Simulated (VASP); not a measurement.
# GaN (I-4m2) in VASP: a series of runs, part 2 of 2

VASP 6.6.1. Earlier steps stand in the parts before.

## 4. Single point, LDA (in-plane strain +0.01)

INCAR

```
SYSTEM = GaN
PREC = Accurate
ENCUT = 520
EDIFF = 1E-6
ISMEAR = 0
SIGMA = 0.01
LREAL = .FALSE.
LASPH = .TRUE.
NELM = 80
ALGO = Normal
ISIF = 2
LWAVE = .FALSE.
LCHARG = .FALSE.
NBANDS = 16
```

KPOINTS

```
regular mesh
0
G
  10 10 10
  0 0 0
```

POSCAR

```
GaN
1.0
    2.2499815442      2.2499815442      0.0000000000
   -2.2499815442      2.2499815442      0.0000000000
    0.0000000000      2.2499815442      2.2143382722
Ga N
1 1
Direct
    0.0000000000      0.0000000000      0.0000000000
    0.2500000000      0.7500000000      0.5000000000
```

Potentials or basis: VASP PAW LDA potentials, release 64 (Ga_d, N).

On the command line:

```
$ cat potpaw_LDA.64/Ga_d/POTCAR potpaw_LDA.64/N/POTCAR > POTCAR
$ mpirun -np 1 vasp_std > vasp.out
```

OUTCAR:

```text
SYSTEM = GaN
   PREC = Accurate
   ENCUT = 520
   EDIFF = 1E-6
   ISMEAR = 0
   LREAL = .FALSE.
   LASPH = .TRUE.
   NELM = 80
   ISIF = 2

 ion  position               nearest neighbor table
   1  0.000  0.000  0.000-   2 1.94   2 1.94   2 1.94   2 1.94
   2  0.250  0.750  0.500-   1 1.94   1 1.94   1 1.94   1 1.94

  LATTYP: Found a body centered tetragonal cell.
 ALAT       =     3.1819544149
 C/A-ratio  =     1.3918101792

  Lattice vectors:

 A1 = (   2.2499815442,   0.0000000000,  -2.2143382722)
 A2 = (  -2.2499815442,   0.0000000000,  -2.2143382722)
 A3 = (   0.0000000000,   2.2499815442,   2.2143382722)

Analysis of symmetry for initial positions (statically):
=====================================================================
 Subroutine PRICEL returns:
 Original cell was already a primitive cell.

 Routine SETGRP: Setting up the symmetry group for a
 body centered tetragonal supercell.

 Subroutine GETGRP returns: Found  8 space group operations
 (whereof  8 operations were pure point group operations)
 out of a pool of 16 trial point group operations.

The static configuration has the point symmetry D_2d.

Analysis of symmetry for dynamics (positions and initial velocities):
=====================================================================
 Subroutine PRICEL returns:
 Original cell was already a primitive cell.

 Routine SETGRP: Setting up the symmetry group for a
 body centered tetragonal supercell.

 Subroutine GETGRP returns: Found  8 space group operations
 (whereof  8 operations were pure point group operations)
 out of a pool of 16 trial point group operations.

The dynamic configuration has the point symmetry D_2d.

 Subroutine INISYM returns: Found  8 space group operations
 (whereof  8 operations are pure point group operations),
 and found     1 'primitive' translations

----------------------------------------------------------------------------------------

                                     Primitive cell

  volume of cell :      22.4198

[... 104 lines left out ...]
   EFERMI_NEDOS =   21; number of points for ismear=-14 and -15
   IALGO  =     38    algorithm
   IMIX   =      4    mixing-type and parameters
     AMIX     =   0.40;   BMIX     =  1.00
     AMIX_MAG =   1.60;   BMIX_MAG =  1.00
  volume/ion in A,a.u.               =      11.21        75.65
  Fermi-wavevector in a.u.,A,eV,Ry     =   1.521558  2.875327 31.499355  2.315137
  Thomas-Fermi vector in A             =   2.630256
   LORBIT       =      0    0 simple, 1 ext, 2 COOP (PROOUT), +10 PAW based schemes
   GGA     = CA    functional components
   LHFCALC =     F    Hartree Fock is set to
   AEXX    =    0.0000 exact exchange contribution
   IVDW    =     0    specifies the selected vdW correction
   LEPSILON=     F    determine dielectric tensor
   LRPA    =     F    only Hartree local field effects (RPA)
 non-spin polarized calculation
 Gauss-broadening in eV      SIGMA  =   0.01
  energy-cutoff  :      520.00
  volume of cell :       22.42
 maximum number of plane-waves:       616
   NGX = 11   NGY = 11   NGZ = 11

 number of electron      18.0000012 magnetization

 Free energy of the ion-electron system (eV)
  ---------------------------------------------------
  ext. energy  EPLUGINS =         0.00000000
  ---------------------------------------------------
  free energy    TOTEN  =       -13.94189076 eV

  energy without entropy =      -13.94189076  energy(sigma->0) =      -13.94189076

 E-fermi :   5.3944     XC(G=0): -12.2291

 val. band max:        5.3104747298   @ k =   0.0000   0.0000   0.0000
 cond. band min:       7.1424888129   @ k =   0.0000   0.0000   0.0000
 fundamental gap:      1.8320140830
 Fermi energy:         5.3944226592

 k-point     1 :       0.0000    0.0000    0.0000
  band No.  band energies     occupation
      1     -10.7218      2.00000
      2      -8.3188      2.00000
      3      -8.3188      2.00000
      4      -8.3017      2.00000
      5      -7.9751      2.00000
      6      -7.9732      2.00000
[... 433 lines left out ...]
      3      -8.0729      2.00000
      4      -8.0305      2.00000
      5      -7.9416      2.00000
      6      -6.0464      2.00000
[... 8 lines left out ...]
     15      25.1096      0.00000
     16      28.0424      0.00000

 [... further k-points ...]
[... 5 lines left out ...]
  --------------------------------------------------------------------------------------
  -------------------------------------------------------------------------------------
  Total       -0.3289639     -0.3289639     -0.0486189      0.0000000     -0.0000000      0.0000000
  in kB      -23.5086109    -23.5086109     -3.4744288      0.0000000     -0.0000000      0.0000000
  external PRESSURE =     -16.8305502 kB  Pullay stress =       0.0000000 kB

 VOLUME and BASIS-vectors are now :
 -----------------------------------------------------------------------------
  energy-cutoff  :      520.00
  volume of cell :       22.42
      direct lattice vectors                 reciprocal lattice vectors
     2.249981544  2.249981544  0.000000000     0.222224045  0.222224045 -0.225801092
    -2.249981544  2.249981544  0.000000000    -0.222224045  0.222224045 -0.225801092
     0.000000000  2.249981544  2.214338272     0.000000000  0.000000000  0.451602184

 POSITION                                       TOTAL-FORCE (eV/Angst)
 -----------------------------------------------------------------------------------
      0.00000      0.00000      0.00000         0.000000     -0.000000      0.000000
     -1.12499      3.37497      1.10717        -0.000000      0.000000      0.000000
 -----------------------------------------------------------------------------------
    total drift:                                0.000003     -0.000000      0.000000

  FREE ENERGIE OF THE ION-ELECTRON SYSTEM (eV)
  ---------------------------------------------------
  free  energy   TOTEN  =       -13.9418907619 eV

  energy  without entropy=      -13.9418907619  energy(sigma->0) =      -13.94189076
```

OSZICAR:

```text
N       E                     dE             d eps       ncg     rms          rms(c)
DAV:   1     0.795617757654E+02    0.79562E+02   -0.93324E+03  3624   0.201E+03
DAV:   2    -0.103881625257E+02   -0.89950E+02   -0.83773E+02  3752   0.330E+02
DAV:   3    -0.159358608666E+02   -0.55477E+01   -0.55241E+01  3856   0.680E+01
DAV:   4    -0.159922391722E+02   -0.56378E-01   -0.56372E-01  4136   0.719E+00
DAV:   5    -0.159929785935E+02   -0.73942E-03   -0.73942E-03  3912   0.781E-01    0.756E+00
DAV:   6    -0.139995248468E+02    0.19935E+01   -0.49465E+00  4904   0.408E+01    0.269E+00
DAV:   7    -0.139699471877E+02    0.29578E-01   -0.24915E-01  3704   0.602E+00    0.169E+00
DAV:   8    -0.139451229383E+02    0.24824E-01   -0.69793E-02  3944   0.271E+00    0.710E-01
DAV:   9    -0.139418640904E+02    0.32588E-02   -0.10883E-02  4240   0.217E+00    0.210E-01
DAV:  10    -0.139419745272E+02   -0.11044E-03   -0.14136E-03  4080   0.490E-01    0.982E-02
DAV:  11    -0.139418889090E+02    0.85618E-04   -0.23609E-04  4992   0.268E-01    0.159E-02
DAV:  12    -0.139418908978E+02   -0.19887E-05   -0.18099E-05  3624   0.393E-02    0.202E-03
DAV:  13    -0.139418907619E+02    0.13581E-06   -0.43552E-07  2632   0.147E-02
   1 F= -.13941891E+02 E0= -.13941891E+02  d E =-.139825E-35
```

stdout:

```text
POSCAR found type information on POSCAR GaN
 POSCAR found :  2 types and       2 ions
 scaLAPACK will be used
 LDA part: xc-table for (Slater(with rela. corr.)+CA(PZ))
 , standard interpolation
 POSCAR, INCAR and KPOINTS ok, starting setup
 FFT: planning ... GRIDC
 FFT: planning ... GRID_SOFT
 FFT: planning ... GRID
 WAVECAR not read
 entering main loop
```

Wall time 18 s (1 thread of AMD EPYC 9R45 (Zen 5), shared host); peak memory 0.12 GiB.

What came out:

```yaml
Free_energy: -13.9419 eV
Pressure: -1.7 GPa
Band_gap_on_the_k_mesh: 1.83 eV, direct
```

Caveat: the cell differs from its parent crystal (in-plane strain +0.01).

## 5. Summary

| cell | gap on the mesh (eV) | pressure (GPa) |
| --- | --- | --- |
| a = 3.166, b = 3.166, c = 3.150 Å, angles 59.8, 59.8, 90.0°, 2 atoms | 1.91 | 0.2 |
| a = 3.182, b = 3.182, c = 3.149 Å, angles 59.7, 59.7, 90.0°, 2 atoms | 1.85 | -0.7 |
| a = 3.182, b = 3.182, c = 3.157 Å, angles 59.7, 59.7, 90.0°, 2 atoms | 1.83 | -1.7 |

Alike in all rows: task single point; level LDA; potentials or basis VASP PAW LDA potentials, release 64 (Ga_d, N); no spin polarisation; k mesh 10 × 10 × 10; cutoff (eV) 520; smearing gaussian 0.01 eV.

Absolute energies hang on the potentials; compare differences alone.
